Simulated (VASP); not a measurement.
# MgO (Fm-3m) in VASP: further runs, part 2 of 2

VASP 6.6.1.

## 3. Elastic constants, LDA

This run uses another cell than the first one, of 8.24 Å³/atom, 1.064 times its volume.

The input, INCAR:

```
PREC = Accurate
ENCUT = 600
EDIFF = 1E-8
ISMEAR = 0
SIGMA = 0.01
LREAL = F
LASPH = T
NELM = 60
ALGO = Normal
ISIF = 3
LWAVE = F
LCHARG = F
GGA = CA
IBRION = 6
NFREE = 2
POTIM = 0.015
NSW = 1
```

The input, KPOINTS:

```
regular mesh
0
Gamma
  10 10 10
```

The input, POSCAR:

```
MgO
1.0
    0.0000000000      2.0200642556      2.0200642556
    2.0200642556      0.0000000000      2.0200642556
    2.0200642556      2.0200642556      0.0000000000
Mg O
1 1
Direct
    0.0000000000      0.0000000000      0.0000000000
    0.5000000000      0.5000000000      0.5000000000
```

Potentials or basis: VASP PAW LDA potentials, release 64 (Mg, O).

Started as:

```console
$ cat potpaw_LDA.64/Mg/POTCAR potpaw_LDA.64/O/POTCAR > POTCAR
$ mpirun -np 1 vasp_std > vasp.out
```

OUTCAR:

```text
PREC = Accurate
   ENCUT = 600
   EDIFF = 1E-8
   ISMEAR = 0
   LREAL = F
   LASPH = T
   NELM = 60
   ISIF = 3
   GGA = CA
   IBRION = 6
   NFREE = 2
   POTIM = 0.015
   NSW = 1

 ion  position               nearest neighbor table
   1  0.000  0.000  0.000-   2 2.02   2 2.02   2 2.02   2 2.02   2 2.02   2 2.02
   2  0.500  0.500  0.500-   1 2.02   1 2.02   1 2.02   1 2.02   1 2.02   1 2.02

  LATTYP: Found a face centered cubic cell.
 ALAT       =     4.0401285112

  Lattice vectors:

 A1 = (   0.0000000000,   2.0200642556,   2.0200642556)
 A2 = (   2.0200642556,   0.0000000000,   2.0200642556)
 A3 = (   2.0200642556,   2.0200642556,   0.0000000000)

Analysis of symmetry for initial positions (statically):
=====================================================================
 Subroutine PRICEL returns:
 Original cell was already a primitive cell.

 Routine SETGRP: Setting up the symmetry group for a
 face centered cubic supercell.

 Subroutine GETGRP returns: Found 48 space group operations
 (whereof 48 operations were pure point group operations)
 out of a pool of 48 trial point group operations.

The static configuration has the point symmetry O_h .

Analysis of symmetry for dynamics (positions and initial velocities):
=====================================================================
 Subroutine PRICEL returns:
 Original cell was already a primitive cell.

 Routine SETGRP: Setting up the symmetry group for a
 face centered cubic supercell.

 Subroutine GETGRP returns: Found 48 space group operations
 (whereof 48 operations were pure point group operations)
 out of a pool of 48 trial point group operations.

The dynamic configuration has the point symmetry O_h .

 Subroutine INISYM returns: Found 48 space group operations
 (whereof 48 operations are pure point group operations),
 and found     1 'primitive' translations

----------------------------------------------------------------------------------------

                                     Primitive cell

  volume of cell :      16.4864

  direct lattice vectors                    reciprocal lattice vectors
     0.000000000  2.020064256  2.020064256    -0.247516879  0.247516879  0.247516879
     2.020064256  0.000000000  2.020064256     0.247516879 -0.247516879  0.247516879
     2.020064256  2.020064256  0.000000000     0.247516879  0.247516879 -0.247516879

  length of vectors
     2.856802267  2.856802267  2.856802267     0.428711810  0.428711810  0.428711810

  position of ions in fractional coordinates (direct lattice)
     0.000000000  0.000000000  0.000000000
     0.500000000  0.500000000  0.500000000

  ion indices of the primitive-cell ions
   primitive index   ion index
[... 303 lines left out ...]
--------------------------------------- Ionic step       17  -------------------------------------------

 number of electron       7.9999999 magnetization

 Free energy of the ion-electron system (eV)
  ---------------------------------------------------
  ext. energy  EPLUGINS =         0.00000000
  ---------------------------------------------------
  free energy    TOTEN  =       -13.38324275 eV

  energy without entropy =      -13.38324275  energy(sigma->0) =      -13.38324275

 E-fermi :   3.9733     XC(G=0): -12.2083

 val. band max:        3.8954084417   @ k =   0.0000   0.0000   0.0000
 cond. band min:       9.8730533963   @ k =   0.0000   0.0000   0.0000
 fundamental gap:      5.9776449546
 Fermi energy:         3.9733309200

 k-point     1 :       0.0000    0.0000    0.0000
  band No.  band energies     occupation
      1     -13.8115      2.00000
      2       3.8951      2.00000
      3       3.8954      2.00000
      4       3.8954      2.00000
      5       9.8731      0.00000
      6      20.0972      0.00000
      7      20.0979      0.00000
      8      20.0979      0.00000
[... 243 lines left out ...]
 k-point    24 :       0.4000    0.3000    0.0000
  band No.  band energies     occupation
      1     -12.1980      2.00000
      2      -0.1635      2.00000
      3       2.3714      2.00000
      4       2.6307      2.00000
      5      13.9434      0.00000
      6      14.8533      0.00000
      7      18.5912      0.00000
      8      23.4366      0.00000

 [... further k-points ...]

------------------------ aborting loop because EDIFF is reached ----------------------------------------

  FORCE on cell =-STRESS in cart. coord.  units (eV):
  Direction    XX          YY          ZZ          XY          YZ          ZX
  --------------------------------------------------------------------------------------
  -------------------------------------------------------------------------------------
  Total        1.6572043      1.6435478      1.6435478     -0.0000000     -0.0000000      0.0000000
  in kB      161.0501366    159.7229686    159.7229686     -0.0000000     -0.0000000      0.0000000
  external PRESSURE =     160.1653579 kB  Pullay stress =       0.0000000 kB
[... 17 lines left out ...]
  FREE ENERGIE OF THE ION-ELECTRON SYSTEM (eV)
  ---------------------------------------------------
  free  energy   TOTEN  =       -13.3832427533 eV

  energy  without entropy=      -13.3832427533  energy(sigma->0) =      -13.38324275

 INTERNAL STRAIN TENSORS FROM STRAINED CELLS
 ============================================

 INTERNAL STRAIN TENSOR FOR ION    1 for displacements in x,y,z  (eV/Angst):
          X           Y           Z          XY          YZ          ZX
  --------------------------------------------------------------------------------
  x     0.00000     0.00000    -0.00000     0.00000     0.00000     0.00000
  y     0.00000    -0.00000     0.00000    -0.00000    -0.00000     0.00000
  z     0.00000    -0.00000     0.00000    -0.00000     0.00000     0.00000

 INTERNAL STRAIN TENSORS FROM DISPLACED ATOMS
 ============================================

 INTERNAL STRAIN TENSOR FOR ION    1 for displacements in x,y,z  (eV/Angst):
          X           Y           Z          XY          YZ          ZX
  --------------------------------------------------------------------------------
  x     0.00000     0.00000     0.00000     0.00000     0.00000     0.00000
  y     0.00000     0.00000     0.00000     0.00000     0.00000     0.00000
  z     0.00000     0.00000     0.00000     0.00000     0.00000     0.00000

 INTERNAL STRAIN TENSOR FOR ION    2 for displacements in x,y,z  (eV/Angst):
          X           Y           Z          XY          YZ          ZX
  --------------------------------------------------------------------------------
  x     0.00000     0.00000     0.00000     0.00000     0.00000     0.00000
  y     0.00000     0.00000     0.00000     0.00000     0.00000     0.00000
  z     0.00000     0.00000     0.00000     0.00000     0.00000     0.00000

 Eigenvectors and eigenvalues of the dynamical matrix
 ----------------------------------------------------

   1 f  =   15.017965 THz    94.360656 2PiTHz  500.945388 cm-1    62.109284 meV
             X         Y         Z           dx          dy          dz
      0.000000  0.000000  0.000000     0.000000    0.000000   -0.630261
      2.020064  2.020064  2.020064     0.000000    0.000000    0.776383
[... 21 lines left out ...]
   6 f/i=    0.003922 THz     0.024646 2PiTHz    0.130840 cm-1     0.016222 meV
             X         Y         Z           dx          dy          dz
      0.000000  0.000000  0.000000    -0.646085    0.414250    0.117227
      2.020064  2.020064  2.020064    -0.524486    0.336284    0.095164

--------------------------------------------------------------------------------------------------------

 ELASTIC MODULI CONTR FROM IONIC RELAXATION (kBar)
 Direction    XX          YY          ZZ          XY          YZ          ZX
 --------------------------------------------------------------------------------
 XX           0.0000      0.0000      0.0000      0.0000      0.0000      0.0000
 YY           0.0000      0.0000      0.0000      0.0000      0.0000      0.0000
 ZZ           0.0000      0.0000      0.0000      0.0000      0.0000      0.0000
 XY           0.0000      0.0000      0.0000      0.0000      0.0000      0.0000
 YZ           0.0000      0.0000      0.0000      0.0000      0.0000      0.0000
 ZX           0.0000      0.0000      0.0000      0.0000      0.0000      0.0000
 --------------------------------------------------------------------------------

 TOTAL ELASTIC MODULI (kBar)
 Direction    XX          YY          ZZ          XY          YZ          ZX
 --------------------------------------------------------------------------------
 XX        4712.2580   1041.2869   1041.2869      0.0000     -0.0000     -0.0000
 YY        1041.2869   4712.2580   1041.2869      0.0000      0.0000      0.0000
 ZZ        1041.2869   1041.2869   4712.2580     -0.0000      0.0000     -0.0000
 XY           0.0000      0.0000     -0.0000   1689.9580      0.0000      0.0000
 YZ          -0.0000      0.0000      0.0000      0.0000   1689.9580      0.0000
 ZX          -0.0000      0.0000     -0.0000      0.0000      0.0000   1689.9580
 --------------------------------------------------------------------------------
```

OSZICAR:

```text
N       E                     dE             d eps       ncg     rms          rms(c)
DAV:   1     0.171011772539E+02    0.17101E+02   -0.52383E+03   864   0.101E+03
DAV:   2    -0.145904962054E+02   -0.31692E+02   -0.30212E+02   920   0.156E+02
[... 165 lines left out ...]
DAV:   3    -0.133832443952E+02    0.76212E-03   -0.19425E-03  2112   0.483E-01    0.291E-02
DAV:   4    -0.133832464296E+02   -0.20344E-05   -0.18236E-04  1984   0.140E-01    0.200E-02
DAV:   5    -0.133832435632E+02    0.28664E-05   -0.62407E-06  1904   0.287E-02    0.104E-02
DAV:   6    -0.133832427509E+02    0.81227E-06   -0.25174E-06  1992   0.177E-02    0.890E-04
DAV:   7    -0.133832427575E+02   -0.65633E-08   -0.13125E-07  1752   0.417E-03    0.801E-04
DAV:   8    -0.133832427533E+02    0.41855E-08   -0.44472E-09  1008   0.734E-04
  17 F= -.13383243E+02 E0= -.13383243E+02  d E =-.639261E-31
```

stdout:

```text
POSCAR found type information on POSCAR MgO
 POSCAR found :  2 types and       2 ions
 scaLAPACK will be used
 LDA part: xc-table for (Slater(with rela. corr.)+CA(PZ))
 , standard interpolation
 POSCAR, INCAR and KPOINTS ok, starting setup
 FFT: planning ... GRIDC
 FFT: planning ... GRID_SOFT
 FFT: planning ... GRID
 WAVECAR not read
 entering main loop
 Found     2 degrees of freedom:
 Adding 6 more for cell shape distortion
 Finite differences POTIM= 0.01500 DOF=   8
 bond charge predicted
 Finite differences progress:
 bond charge predicted
 Finite differences progress:
 bond charge predicted
 Finite differences progress:
 bond charge predicted
 Finite differences progress:
 bond charge predicted
 Finite differences progress:
 bond charge predicted
 Finite differences progress:
 bond charge predicted
 Finite differences progress:
 bond charge predicted
 Finite differences progress:
 bond charge predicted
 Finite differences progress:
 bond charge predicted
 Finite differences progress:
 bond charge predicted
 Finite differences progress:
 bond charge predicted
 Finite differences progress:
 bond charge predicted
 Finite differences progress:
 bond charge predicted
 Finite differences progress:
 bond charge predicted
 Finite differences progress:
 bond charge predicted
 Finite differences progress:
```

Run time: 2.3 min. Hardware: 1 thread of Intel Xeon 6975P-C, shared host; peak memory 0.22 GiB.

Results:

```yaml
Elastic_constants_C11_C12_C44: 471, 104, 169 GPa
Voigt_bulk_modulus: 226 GPa
Highest_phonon_frequency_at_Γ_LO-TO_splitting_left_out: 501 cm⁻¹
```

Phonon frequencies in cm⁻¹ (negative: imaginary):
| q point | frequencies |
| --- | --- |
| (0.000, 0.000, 0.000) | 0 0 0 501 501 501 |

Elastic tensor in Voigt notation (GPa, in the Cartesian axes of the cell as first typed):
```
471 104 104   0   0   0
104 471 104   0   0   0
104 104 471   0   0   0
  0   0   0 169   0   0
  0   0   0   0 169   0
  0   0   0   0   0 169
```

Clamped-ion elastic tensor (GPa):
```
471 104 104   0   0   0
104 471 104   0   0   0
104 104 471   0   0   0
  0   0   0 169   0   0
  0   0   0   0 169   0
  0   0   0   0   0 169
```

Caveat: the cell is under stress, which shifts elastic constants.

## 4. Elastic constants, LDA

This run uses another cell than the first one, of 8.66 Å³/atom, 1.118 times its volume.

The input, INCAR:

```
SYSTEM = MgO
PREC = Accurate
ENCUT = 600
EDIFF = 1E-8
ISMEAR = 0
SIGMA = 0.01
LREAL = .False.
LASPH = .True.
NELM = 80
ALGO = Normal
ISIF = 3
LWAVE = .False.
LCHARG = .False.
NBANDS = 11
IBRION = 6
NFREE = 2
POTIM = 0.015
NSW = 1
```

The input, KPOINTS:

```
regular mesh
0
Gamma
  10 10 10
  0 0 0
```

The input, POSCAR:

```
MgO
1.0
    0.0000000000      2.0537103279      2.0537103279
    2.0537103279      0.0000000000      2.0537103279
    2.0537103279      2.0537103279      0.0000000000
Mg O
1 1
Direct
    0.0000000000      0.0000000000      0.0000000000
    0.5000000000      0.5000000000      0.5000000000
```

Potentials or basis: VASP PAW LDA potentials, release 64 (Mg, O).

Started as:

```console
$ cat potpaw_LDA.64/Mg/POTCAR potpaw_LDA.64/O/POTCAR > POTCAR
$ mpirun -np 1 vasp_std > vasp.out
```

OUTCAR:

```text
SYSTEM = MgO
   PREC = Accurate
   ENCUT = 600
   EDIFF = 1E-8
   ISMEAR = 0
   LREAL = .False.
   LASPH = .True.
   NELM = 80
   ISIF = 3
   IBRION = 6
   NFREE = 2
   POTIM = 0.015
   NSW = 1

 ion  position               nearest neighbor table
   1  0.000  0.000  0.000-   2 2.05   2 2.05   2 2.05   2 2.05   2 2.05   2 2.05
   2  0.500  0.500  0.500-   1 2.05   1 2.05   1 2.05   1 2.05   1 2.05   1 2.05

  LATTYP: Found a face centered cubic cell.
 ALAT       =     4.1074206558

  Lattice vectors:

 A1 = (   0.0000000000,   2.0537103279,   2.0537103279)
 A2 = (   2.0537103279,   0.0000000000,   2.0537103279)
 A3 = (   2.0537103279,   2.0537103279,   0.0000000000)

Analysis of symmetry for initial positions (statically):
=====================================================================
[... 758 lines left out ...]
  x     0.00000     0.00000     0.00000     0.00000     0.00000     0.00000
  y     0.00000     0.00000     0.00000     0.00000     0.00000     0.00000
  z     0.00000     0.00000     0.00000     0.00000     0.00000     0.00000

 INTERNAL STRAIN TENSOR FOR ION    2 for displacements in x,y,z  (eV/Angst):
          X           Y           Z          XY          YZ          ZX
  --------------------------------------------------------------------------------
  x     0.00000     0.00000     0.00000     0.00000     0.00000     0.00000
  y     0.00000     0.00000     0.00000     0.00000     0.00000     0.00000
  z     0.00000     0.00000     0.00000     0.00000     0.00000     0.00000

 Eigenvectors and eigenvalues of the dynamical matrix
 ----------------------------------------------------

   1 f  =   13.532880 THz    85.029592 2PiTHz  451.408284 cm-1    55.967469 meV
             X         Y         Z           dx          dy          dz
      0.000000  0.000000  0.000000    -0.630258   -0.000000    0.000000
      2.053710  2.053710  2.053710     0.776386    0.000000    0.000000
[... 21 lines left out ...]
   6 f/i=    0.003482 THz     0.021875 2PiTHz    0.116132 cm-1     0.014398 meV
             X         Y         Z           dx          dy          dz
      0.000000  0.000000  0.000000     0.515049    0.580220   -0.029064
      2.053710  2.053710  2.053710     0.418109    0.471013   -0.023594

--------------------------------------------------------------------------------------------------------

 ELASTIC MODULI CONTR FROM IONIC RELAXATION (kBar)
 Direction    XX          YY          ZZ          XY          YZ          ZX
 --------------------------------------------------------------------------------
 XX           0.0000      0.0000      0.0000      0.0000      0.0000      0.0000
 YY           0.0000      0.0000      0.0000      0.0000      0.0000      0.0000
 ZZ           0.0000      0.0000      0.0000      0.0000      0.0000      0.0000
 XY           0.0000      0.0000      0.0000      0.0000      0.0000      0.0000
 YZ           0.0000      0.0000      0.0000      0.0000      0.0000      0.0000
 ZX           0.0000      0.0000      0.0000      0.0000      0.0000      0.0000
 --------------------------------------------------------------------------------

 TOTAL ELASTIC MODULI (kBar)
 Direction    XX          YY          ZZ          XY          YZ          ZX
 --------------------------------------------------------------------------------
 XX        3846.4141    991.1713    991.1713      0.0000     -0.0000     -0.0000
 YY         991.1713   3846.4141    991.1713      0.0000      0.0000      0.0000
 ZZ         991.1713    991.1713   3846.4141      0.0000      0.0000     -0.0000
 XY           0.0000      0.0000      0.0000   1607.9956     -0.0000      0.0000
 YZ          -0.0000      0.0000      0.0000     -0.0000   1607.9956      0.0000
 ZX          -0.0000      0.0000     -0.0000      0.0000      0.0000   1607.9956
 --------------------------------------------------------------------------------
```

OSZICAR:

```text
N       E                     dE             d eps       ncg     rms          rms(c)
DAV:   1     0.143418978765E+02    0.14342E+02   -0.51442E+03  1186   0.740E+02
DAV:   2    -0.144687901779E+02   -0.28811E+02   -0.28387E+02  1231   0.146E+02
[... 169 lines left out ...]
DAV:   3    -0.134396415729E+02    0.67678E-03   -0.16549E-03  2556   0.341E-01    0.273E-02
DAV:   4    -0.134396485080E+02   -0.69351E-05   -0.14852E-04  2490   0.964E-02    0.199E-02
DAV:   5    -0.134396453532E+02    0.31548E-05   -0.37681E-06  2517   0.171E-02    0.919E-03
DAV:   6    -0.134396447054E+02    0.64781E-06   -0.22774E-06  2544   0.126E-02    0.120E-03
DAV:   7    -0.134396447106E+02   -0.52611E-08   -0.11563E-07  2418   0.288E-03    0.810E-04
DAV:   8    -0.134396447062E+02    0.43928E-08   -0.59249E-09  1293   0.632E-04
  17 F= -.13439645E+02 E0= -.13439645E+02  d E =-.384437E-34
```

Run time: 2.7 min. Hardware: 1 thread of Intel Xeon 6975P-C, shared host; peak memory 0.25 GiB.

Results:

```yaml
Elastic_constants_C11_C12_C44: 385, 99, 161 GPa
Voigt_bulk_modulus: 194 GPa
Highest_phonon_frequency_at_Γ_LO-TO_splitting_left_out: 451 cm⁻¹
```

Phonon frequencies in cm⁻¹ (negative: imaginary):
```
              q point        frequencies
(0.000, 0.000, 0.000)  0 0 0 451 451 451
```

Elastic tensor in Voigt notation (GPa, in the Cartesian axes of the cell as first typed):
```
385  99  99   0   0   0
 99 385  99   0   0   0
 99  99 385   0   0   0
  0   0   0 161   0   0
  0   0   0   0 161   0
  0   0   0   0   0 161
```

Clamped-ion elastic tensor (GPa):
```
385  99  99   0   0   0
 99 385  99   0   0   0
 99  99 385   0   0   0
  0   0   0 161   0   0
  0   0   0   0 161   0
  0   0   0   0   0 161
```

Caveat: the cell is under stress, which shifts elastic constants.
